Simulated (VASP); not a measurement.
# MgGe2 in VASP: further runs

Aim: see how the results for MgGe2 move with the level of theory and the settings. Levels: PBE, PBEsol. Tasks: single point.

Everything below comes from runs of VASP 6.6.1. Logs are shortened: lines on timing, memory, paths and dates and some standing lists are left out, and cuts for length are marked.

### 1 The cell of the first run

The typed cell holds 6 atoms: a = 5.823 Å, b = 5.823 Å, c = 6.815 Å, α = 116.59°, β = 116.59°, γ = 37.04°.

### 2 Single point, PBE (atoms moved at random)

INCAR

```
PREC     = Accurate       # precision mode
ENCUT    = 520            # plane-wave cutoff, eV
EDIFF    = 1E-6           # SCF threshold, eV
ISMEAR   = -1             # smearing method
SIGMA    = 0.05           # smearing width, eV
LREAL    = F              # projectors in reciprocal space
LASPH    = T              # aspherical terms in the spheres
NELM     = 100            # most SCF steps
ALGO     = Normal         # electronic algorithm
ISIF     = 2              # what is computed and relaxed
LWAVE    = F              # write WAVECAR
LCHARG   = F              # write CHGCAR
GGA      = PE             # functional
NBANDS   = 39             # bands
LUSENCCL = F
```

KPOINTS

```
regular mesh
0
Gamma
  8 8 5
```

POSCAR

```
MgGe2
1.0
    5.5214850000     -1.8498460000      0.0000000000
    5.5214850000      1.8498460000      0.0000000000
   -3.2176250000      0.0000000000      6.0077740000
Ge Mg
4 2
Direct
    0.5339380000      0.5297690000      0.2994270000
    0.4660810000      0.4781670000      0.7036410000
    0.8806310000      0.8771360000      0.9876320000
    0.1191580000      0.1231920000      0.0203880000
    0.8090910000      0.8170940000      0.3520260000
    0.1787370000      0.1841300000      0.6529260000
```

Potentials or basis: VASP PAW PBE potentials, release 64 (Ge_d, Mg).

Started as:

```console
$ cat potpaw_PBE.64/Ge_d/POTCAR potpaw_PBE.64/Mg/POTCAR > POTCAR
$ mpirun -np 1 vasp_std > vasp.out
```

OUTCAR:

```text
PREC = Accurate
   ENCUT = 520
   EDIFF = 1E-6
   ISMEAR = -1
   LREAL = F
   LASPH = T
   NELM = 100
   ISIF = 2
   GGA = PE

 ion  position               nearest neighbor table
   1  0.534  0.530  0.299-   3 2.72   3 2.72   6 2.85   6 2.87   5 2.95   5 3.18   5 3.21
   2  0.466  0.478  0.704-   4 2.72   4 2.74   5 2.87   5 2.88   6 3.06   6 3.10   6 3.11
   3  0.881  0.877  0.988-   4 2.58   1 2.72   1 2.72   5 2.90   6 2.94   6 2.96
   4  0.119  0.123  0.020-   3 2.58   2 2.72   2 2.74   6 2.88   5 2.91   5 2.92
   5  0.809  0.817  0.352-   2 2.87   2 2.88   3 2.90   4 2.91   4 2.92   1 2.95   1 3.18   1 3.21
                             6 3.54   6 3.55   6 3.59
   6  0.179  0.184  0.653-   1 2.85   1 2.87   4 2.88   3 2.94   3 2.96   2 3.06   2 3.10   2 3.11
                             5 3.54   5 3.55   5 3.59

  LATTYP: Found a base centered monoclinic cell.
 ALAT       =    11.0429700000
 B/A-ratio  =     0.3350268995
 C/A-ratio  =     0.6171495446
 COS(beta)  =    -0.4721273096

  Lattice vectors:

 A1 = (   5.5214850000,  -1.8498460000,   0.0000000000)
 A2 = (   5.5214850000,   1.8498460000,   0.0000000000)
 A3 = (  -3.2176250000,   0.0000000000,   6.0077740000)

Analysis of symmetry for initial positions (statically):
=====================================================================
 Subroutine PRICEL returns:
 Original cell was already a primitive cell.

 Routine SETGRP: Setting up the symmetry group for a
 base centered monoclinic supercell.

 Subroutine GETGRP returns: Found  1 space group operations
 (whereof  1 operations were pure point group operations)
 out of a pool of  4 trial point group operations.

The static configuration has the point symmetry C_1 .

Analysis of symmetry for dynamics (positions and initial velocities):
=====================================================================
 Subroutine PRICEL returns:
 Original cell was already a primitive cell.

 Routine SETGRP: Setting up the symmetry group for a
 base centered monoclinic supercell.

 Subroutine GETGRP returns: Found  1 space group operations
 (whereof  1 operations were pure point group operations)
 out of a pool of  4 trial point group operations.

The dynamic configuration has the point symmetry C_1 .

 Subroutine INISYM returns: Found  1 space group operations
 (whereof  1 operations are pure point group operations),
 and found     1 'primitive' translations

----------------------------------------------------------------------------------------

                                     Primitive cell

  volume of cell :     122.7256

  direct lattice vectors                    reciprocal lattice vectors
     5.521485000 -1.849846000  0.000000000     0.090555349 -0.270292770  0.048499353
     5.521485000  1.849846000  0.000000000     0.090555349  0.270292770  0.048499353
    -3.217625000  0.000000000  6.007774000    -0.000000000  0.000000000  0.166451002

  length of vectors
     5.823120025  5.823120025  6.815163907     0.289155045  0.289155045  0.166451002

  position of ions in fractional coordinates (direct lattice)
     0.533938000  0.529769000  0.299427000
     0.466081000  0.478167000  0.703641000
     0.880631000  0.877136000  0.987632000
     0.119158000  0.123192000  0.020388000
     0.809091000  0.817094000  0.352026000
     0.178737000  0.184130000  0.652926000

  ion indices of the primitive-cell ions
   primitive index   ion index
                 1           1
                 2           2
                 3           3
                 4           4
                 5           5
                 6           6

----------------------------------------------------------------------------------------

 KPOINTS: regular mesh

Automatic generation of k-mesh.
 Grid dimensions read from file:
 generate k-points for:    8    8    5

 Generating k-lattice:

  Cartesian coordinates                     Fractional coordinates (reciprocal lattice)
     0.011319419 -0.033786596  0.006062419     0.125000000 -0.000000000  0.000000000
     0.011319419  0.033786596  0.006062419    -0.000000000  0.125000000  0.000000000
    -0.000000000  0.000000000  0.033290200     0.000000000  0.000000000  0.200000000

  Length of vectors
     0.036144381  0.036144381  0.033290200

  Shift w.r.t. Gamma in fractional coordinates (k-lattice)
     0.000000000  0.000000000  0.000000000

 Subroutine IBZKPT returns following result:
 ===========================================

 Found    162 irreducible k-points:

 Following reciprocal coordinates:
            Coordinates               Weight
  0.000000  0.000000  0.000000      1.000000
  0.125000  0.000000  0.000000      2.000000
  0.000000 -0.125000  0.000000      2.000000
  0.250000  0.000000  0.000000      2.000000
  0.000000 -0.250000  0.000000      2.000000
  0.375000  0.000000  0.000000      2.000000
[... 16 lines left out ...]
  0.375000  0.250000  0.000000      2.000000
 -0.250000 -0.375000  0.000000      2.000000
 [... further k-points ...]
   k-points           NKPTS =    162   k-points in BZ     NKDIM =    162   number of bands    NBANDS=     39
   number of dos      NEDOS =    301   number of ions     NIONS =      6
   total plane-waves  NPLWV = 124416
   dimension x,y,z NGX =    48 NGY =   48 NGZ =   54
   dimension x,y,z NGXF=    96 NGYF=   96 NGZF=  108
   ions per type =               4   2
   NGX,Y,Z   is equivalent  to a cutoff of  13.70, 13.70, 13.17 a.u.
   NGXF,Y,Z  is equivalent  to a cutoff of  27.41, 27.41, 26.35 a.u.
 SYSTEM =  unknown system
   PREC   = accura    normal or accurate (medium, high low for compatibility)
   ISTART =      0    job   : 0-new  1-cont  2-samecut
   ICHARG =      2    charge: 1-file 2-atom 10-const
   ISPIN  =      1    spin polarized calculation?
   LNONCOLLINEAR =      F non collinear calculations
   LSORBIT =      F    spin-orbit coupling
   LASPH  =      T    aspherical Exc in radial PAW
   ENCUT  =  520.0 eV  38.22 Ry    6.18 a.u.  10.83 10.83 12.67*2*pi/ulx,y,z
   NELM   =    100;   NELMIN=  2; NELMDL= -5     # of ELM steps
   EDIFF  = 0.1E-05   stopping-criterion for ELM
   LREAL  =      F    real-space projection
   EDIFFG = 0.1E-04   stopping-criterion for IOM
   NSW    =      0    number of steps for IOM
   IBRION =     -1    ionic relax: 0-MD 1-quasi-New 2-CG
   NFREE  =      0    steps in history (QN), initial steepest desc. (CG)
   ISIF   =      2    stress and relaxation
   ISYM   =      2    0-nonsym 1-usesym 2-fastsym
   POTIM  = 0.5000    time-step for ionic-motion
   TEBEG  =    0.0;   TEEND  =   0.0 temperature during run
   PSTRESS=    0.0 pullay stress
   NELECT =      60.0000    total number of electrons
   NUPDOWN=      -1.0000    fix difference up-down
   EMIN   =  10.00;   EMAX   =-10.00  energy-range for DOS
   EFERMI =   0.00;   METHOD = LEGACY
   ISMEAR =    -1;   SIGMA  =   0.05  broadening in eV -4-tet -1-fermi 0-gaus
   EFERMI_NEDOS =   21; number of points for ismear=-14 and -15
   IALGO  =     38    algorithm
   IMIX   =      4    mixing-type and parameters
     AMIX     =   0.40;   BMIX     =  1.00
     AMIX_MAG =   1.60;   BMIX_MAG =  1.00
  volume/ion in A,a.u.               =      20.45       138.03
  Fermi-wavevector in a.u.,A,eV,Ry     =   1.289675  2.437132 22.630043  1.663261
  Thomas-Fermi vector in A             =   2.421553
   LORBIT       =      0    0 simple, 1 ext, 2 COOP (PROOUT), +10 PAW based schemes
   GGA     = PE    functional components
[... 5 lines left out ...]
 non-spin polarized calculation
  energy-cutoff  :      520.00
  volume of cell :      122.73
 maximum number of plane-waves:      3322
 NGX is ok and might be reduce to    48
   NGX = 21   NGY = 21   NGZ = 25

 number of electron      60.0000005 magnetization

 Free energy of the ion-electron system (eV)
  ---------------------------------------------------
  ext. energy  EPLUGINS =         0.00000000
  ---------------------------------------------------
  free energy    TOTEN  =       -20.79516094 eV

  energy without entropy =      -20.77306356  energy(sigma->0) =      -20.78411225

 E-fermi :   4.9451     XC(G=0): -10.1381

 val. band max:        4.9431315770   @ k =  -0.2500   0.5000  -0.2000
 cond. band min:       4.9456219857   @ k =  -0.1250   0.3750  -0.2000
 fundamental gap:      0.0024904087
 Fermi energy:         4.9450583518

 k-point     1 :       0.0000    0.0000    0.0000
  band No.  band energies     occupation
      1     -19.5694      2.00000
      2     -19.5664      2.00000
      3     -19.5648      2.00000
      4     -19.5457      2.00000
      5     -19.5356      2.00000
      6     -19.5327      2.00000
[... 31 lines left out ...]
     38      10.3581      0.00000
     39      10.8920      0.00000

 k-point     2 :       0.1250    0.0000    0.0000
  band No.  band energies     occupation
      1     -19.5676      2.00000
      2     -19.5653      2.00000
      3     -19.5635      2.00000
      4     -19.5454      2.00000
      5     -19.5352      2.00000
      6     -19.5309      2.00000
[... 31 lines left out ...]
     38      10.9633      0.00000
     39      11.1951      0.00000

 k-point     3 :       0.0000   -0.1250    0.0000
  band No.  band energies     occupation
      1     -19.5676      2.00000
      2     -19.5651      2.00000
      3     -19.5635      2.00000
      4     -19.5455      2.00000
      5     -19.5352      2.00000
      6     -19.5309      2.00000
[... 31 lines left out ...]
     38      10.9213      0.00000
     39      11.2058      0.00000

 k-point     4 :       0.2500    0.0000    0.0000
  band No.  band energies     occupation
      1     -19.5636      2.00000
      2     -19.5622      2.00000
      3     -19.5595      2.00000
      4     -19.5462      2.00000
      5     -19.5345      2.00000
      6     -19.5232      2.00000
[... 31 lines left out ...]
     38      10.9177      0.00000
     39      11.5077      0.00000
[... 754 lines left out ...]
     38      10.0134      0.00000
     39      10.3372      0.00000

 k-point    23 :       0.3750    0.2500    0.0000
  band No.  band energies     occupation
      1     -19.5686      2.00000
      2     -19.5658      2.00000
      3     -19.5626      2.00000
      4     -19.5462      2.00000
      5     -19.5339      2.00000
      6     -19.5319      2.00000
[... 31 lines left out ...]
     38      10.4119      0.00000
     39      10.7643      0.00000

 k-point    24 :      -0.2500   -0.3750    0.0000
  band No.  band energies     occupation
      1     -19.5686      2.00000
      2     -19.5656      2.00000
      3     -19.5625      2.00000
      4     -19.5463      2.00000
      5     -19.5340      2.00000
      6     -19.5318      2.00000
[... 31 lines left out ...]
     38      10.4056      0.00000
     39      10.7638      0.00000

 [... further k-points ...]

------------------------ aborting loop because EDIFF is reached ----------------------------------------

  FORCE on cell =-STRESS in cart. coord.  units (eV):
  Direction    XX          YY          ZZ          XY          YZ          ZX
  --------------------------------------------------------------------------------------
  -------------------------------------------------------------------------------------
  Total       -0.7592372      0.0934998     -0.9846775      0.0188230      0.0614228      0.0679238
  in kB       -9.9118104      1.2206363    -12.8549252      0.2457335      0.8018719      0.8867421
  external PRESSURE =      -7.1820331 kB  Pullay stress =       0.0000000 kB

 VOLUME and BASIS-vectors are now :
 -----------------------------------------------------------------------------
  energy-cutoff  :      520.00
  volume of cell :      122.73
      direct lattice vectors                 reciprocal lattice vectors
     5.521485000 -1.849846000  0.000000000     0.090555349 -0.270292770  0.048499353
     5.521485000  1.849846000  0.000000000     0.090555349  0.270292770  0.048499353
    -3.217625000  0.000000000  6.007774000    -0.000000000  0.000000000  0.166451002

 POSITION                                       TOTAL-FORCE (eV/Angst)
 -----------------------------------------------------------------------------------
      4.90980     -0.00771      1.79889        -0.203310      0.030107     -0.148825
      2.94960      0.02236      4.22732         0.061746     -0.039290      0.103525
      6.52765     -0.00647      5.93347         0.128411      0.003177      0.095062
      1.27253      0.00746      0.12249        -0.145415      0.026163     -0.118567
      7.84627      0.01480      2.11489         0.042706     -0.002259      0.019294
     -0.09731      0.00998      3.92263         0.115862     -0.017898      0.049511
 -----------------------------------------------------------------------------------
    total drift:                                0.000341     -0.000054      0.000433

  FREE ENERGIE OF THE ION-ELECTRON SYSTEM (eV)
  ---------------------------------------------------
  free  energy   TOTEN  =       -20.7951609360 eV

  energy  without entropy=      -20.7730635590  energy(sigma->0) =      -20.78411225
```

Wall time 7.3 min (1 × NVIDIA H100 80GB with 1 thread of Intel Xeon Platinum 8481C at 2.70GHz (Sapphire Rapids), shared host); peak memory 1.7 GiB.

What came out:

| Quantity | Value |
| --- | --- |
| Free energy | -20.7952 eV |
| Pressure | -0.7 GPa |
| Largest force | 0.254 eV/Å |
| Band gap on the k mesh | zero (band 30 reaches 6.18 eV, above the bottom of band 31 at 4.29 eV) |

Forces in eV/Å, atoms in the order of the input:
```
Ge  -0.203  0.030 -0.149
Ge   0.062 -0.039  0.104
Ge   0.128  0.003  0.095
Ge  -0.145  0.026 -0.119
Mg   0.043 -0.002  0.019
Mg   0.116 -0.018  0.050
```

Levels at points of the mesh, in eV from the Fermi level:
```
           k point  band 27  band 28  band 29  band 30  band 31  band 32  band 33  band 34
(0.00, 0.00, 0.00)    -3.12    -0.55     0.24     1.18     1.18     2.40     2.58     2.76
(0.50, 0.00, 0.00)    -3.68    -3.11    -1.30    -1.18    -0.48     0.49     1.73     2.47
(0.00, 0.50, 0.00)    -3.68    -3.13    -1.26    -1.21    -0.50     0.50     1.71     2.49
(0.50, 0.50, 0.00)    -1.11    -1.06     0.38     0.57     1.18     1.85     2.76     3.20
```

Caveat: the cell differs from its parent crystal (atoms moved at random).

### 3 Single point, PBEsol

This run uses another cell than the first one, of 19.23 Å³/atom, 0.940 times its volume.

INCAR

```
SYSTEM = MgGe2
ALGO = Normal
EDIFF = 1E-7
ENCUT = 520
GGA = PS
ISIF = 2
ISMEAR = -1
LASPH = .True.
LCHARG = .False.
LREAL = .False.
LWAVE = .False.
NBANDS = 39
NELM = 100
PREC = Accurate
SIGMA = 0.05
```

KPOINTS

```
k-points
0
Gamma
  8 8 5
  0 0 0
```

POSCAR

```
MgGe2
1.0
    5.4087700055     -1.8120834449      0.0000000000
    5.4087700055      1.8120834449      0.0000000000
   -3.1519407531      0.0000000000      5.8851319547
Ge Mg
4 2
Direct
    0.5292340000      0.5292340000      0.2936210000
    0.4707660000      0.4707660000      0.7063790000
    0.8803900000      0.8803900000      0.9854400000
    0.1196100000      0.1196100000      0.0145600000
    0.8152860000      0.8152860000      0.3492530000
    0.1847140000      0.1847140000      0.6507470000
```

Potentials or basis: VASP PAW PBE potentials, release 64 (Ge_d, Mg).

Started as:

```console
$ cat potpaw_PBE.64/Ge_d/POTCAR potpaw_PBE.64/Mg/POTCAR > POTCAR
$ mpirun -np 1 vasp_std > vasp.out
```

It took 8.8 min on 1 thread of Intel Xeon 6975P-C, shared host; peak memory 0.51 GiB.

It converged, with:

| Item | Value |
| --- | --- |
| Free energy | -23.1209 eV |
| Pressure | 0.8 GPa |
| Largest force | 0.170 eV/Å |
| Band gap on the k mesh | zero (band 30 reaches 6.67 eV, above the bottom of band 31 at 4.70 eV) |

Forces on the atoms (eV/Å):
```
Ge  -0.151  0.000  0.078
Ge   0.151  0.000 -0.078
Ge  -0.144  0.000 -0.040
Ge   0.144  0.000  0.040
Mg  -0.028  0.000  0.011
Mg   0.028  0.000 -0.011
```

Stress tensor (GPa, compression positive):
```
0.76 0.00 0.03
0.00 1.23 0.00
0.03 0.00 0.29
```

Levels at points of the mesh, in eV from the Fermi level:
```tsv
k point	band 26	band 27	band 28	band 29	band 30	band 31	band 32	band 33	band 34	band 35
(0.00, 0.00, 0.00)	-3.68	-3.17	-0.75	0.31	1.15	1.28	2.51	2.66	2.85	3.64
(0.50, 0.00, 0.00)	-4.26	-3.96	-3.20	-1.38	-1.31	-0.60	0.59	1.81	2.67	3.53
(0.50, 0.50, 0.00)	-2.14	-1.31	-1.05	0.49	0.57	1.27	1.85	2.91	3.31	3.61
```

Caveat: the PAW data sets were made with another functional, which shifts forces and pressure a little.

### 4 Single point, PBEsol

This run uses another cell than the first one, of 19.64 Å³/atom, 0.960 times its volume.

INCAR, as its differences from that of step 3:

```diff
@@ -2,3 +2,3 @@
 ALGO = Normal
-EDIFF = 1E-7
+EDIFF = 1E-6
 ENCUT = 520
@@ -12,3 +12,3 @@
 NBANDS = 39
-NELM = 100
+NELM = 60
 PREC = Accurate
```

KPOINTS is that of step 3.

POSCAR, as its differences from that of step 3:

```diff
@@ -2,5 +2,5 @@
 1.0
-    5.4087700055     -1.8120834449      0.0000000000
-    5.4087700055      1.8120834449      0.0000000000
-   -3.1519407531      0.0000000000      5.8851319547
+    5.4468611901     -1.8248450163      0.0000000000
+    5.4468611901      1.8248450163      0.0000000000
+   -3.1741382503      0.0000000000      5.9265779115
 Ge Mg
```

Started as:

```console
$ cat potpaw_PBE.64/Ge_d/POTCAR potpaw_PBE.64/Mg/POTCAR > POTCAR
$ mpirun -np 1 vasp_std > vasp.out
```

It took 8.6 min on 1 thread of Intel Xeon 6975P-C, shared host; peak memory 0.54 GiB.

The run converged. Its results:

```yaml
Free_energy: -23.1228 eV
Pressure: -0.6 GPa
Largest_force: 0.149 eV/Å
Band_gap_on_the_k_mesh: zero (band 30 reaches 6.44 eV, above the bottom of band 31 at 4.53 eV)
```

Forces on the atoms (eV/Å):
```
Ge  -0.146  0.000  0.026
Ge   0.146  0.000 -0.026
Ge  -0.054  0.000  0.005
Ge   0.054  0.000 -0.005
Mg  -0.020  0.000  0.001
Mg   0.020  0.000 -0.001
```

Stress tensor (GPa, compression positive):
```
-0.60  0.00  0.01
 0.00 -0.05  0.00
 0.01  0.00 -1.05
```

Levels at points of the mesh, in eV from the Fermi level:
| k point | band 27 | band 28 | band 29 | band 30 | band 31 | band 32 | band 33 | band 34 |
| --- | --- | --- | --- | --- | --- | --- | --- | --- |
| (0.00, 0.00, 0.00) | -3.13 | -0.72 | 0.26 | 1.14 | 1.24 | 2.48 | 2.64 | 2.79 |
| (0.50, 0.00, 0.00) | -3.88 | -3.15 | -1.35 | -1.28 | -0.57 | 0.56 | 1.79 | 2.62 |
| (0.50, 0.50, 0.00) | -1.27 | -1.06 | 0.46 | 0.54 | 1.22 | 1.82 | 2.87 | 3.25 |

Caveat: the PAW data sets were made with another functional, which shifts forces and pressure a little.

### 5 Overview

| level | cell | gap on the mesh (eV) | pressure (GPa) | largest force (eV/Å) |
| --- | --- | --- | --- | --- |
| PBE | a = 5.823, b = 5.823, c = 6.815 Å, angles 116.6, 116.6, 37.0°, 6 atoms | none | -0.7 | 0.25 |
| PBEsol | a = 5.704, b = 5.704, c = 6.676 Å, angles 116.6, 116.6, 37.0°, 6 atoms | none | 0.8 | 0.17 |
| PBEsol | a = 5.744, b = 5.744, c = 6.723 Å, angles 116.6, 116.6, 37.0°, 6 atoms | none | -0.6 | 0.15 |

Alike in all rows: task single point; potentials or basis VASP PAW PBE potentials, release 64 (Ge_d, Mg); no spin polarisation; k mesh 8 × 8 × 5; cutoff (eV) 520; smearing fermi-dirac 0.05 eV.

Caveats: the PAW data sets were made with another functional, which shifts forces and pressure a little (some runs).

Absolute energies hang on the potentials; compare differences alone.
